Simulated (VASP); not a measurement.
A run of VASP 6.6.1:

INCAR

```
PREC = Accurate ; ENCUT = 600
EDIFF = 1E-6 ; ISMEAR = 0
SIGMA = 0.05 ; LREAL = F
LASPH = T ; NELM = 200
ALGO = Normal ; ISIF = 2
LWAVE = F ; LCHARG = F
ISPIN = 2 ; MAGMOM = 5 0
LORBIT = 11 ; LMAXMIX = 4
LDAU = T ; LDAUTYPE = 2
LDAUL = 2 -1 ; LDAUU = 3 0
LDAUJ = 0 0 ; LDAUPRINT = 1
GGA = PE ; NBANDS = 22
GGA_COMPAT = F
```

The input KPOINTS:

```
Automatic mesh
0
Gamma
  6 6 6
```

Contents of POSCAR:

```
MnS
1.0
    0.0000000000      2.8000000000      2.8000000000
    2.8000000000      0.0000000000      2.8000000000
    2.8000000000      2.8000000000      0.0000000000
Mn S
1 1
Direct
    0.0000000000      0.0000000000      0.0000000000
    0.7500000000      0.7500000000      0.7500000000
```

Potentials or basis: VASP PAW PBE potentials, release 64 (Mn_sv, S).

Run with:

```console
$ cat potpaw_PBE.64/Mn_sv/POTCAR potpaw_PBE.64/S/POTCAR > POTCAR
$ mpirun -np 1 vasp_std > vasp.out
```

Hardware: 1 thread of Intel(R) Xeon(R) Platinum 8488C (Sapphire Rapids), on a shared host.

Problem. Estimate the wall time of this run.

Solution. Wall time 23 s on 1 thread of Intel(R) Xeon(R) Platinum 8488C (Sapphire Rapids), with other jobs on the host, peak memory 0.2 GiB. Counts: scf iterations 15, k points 16.
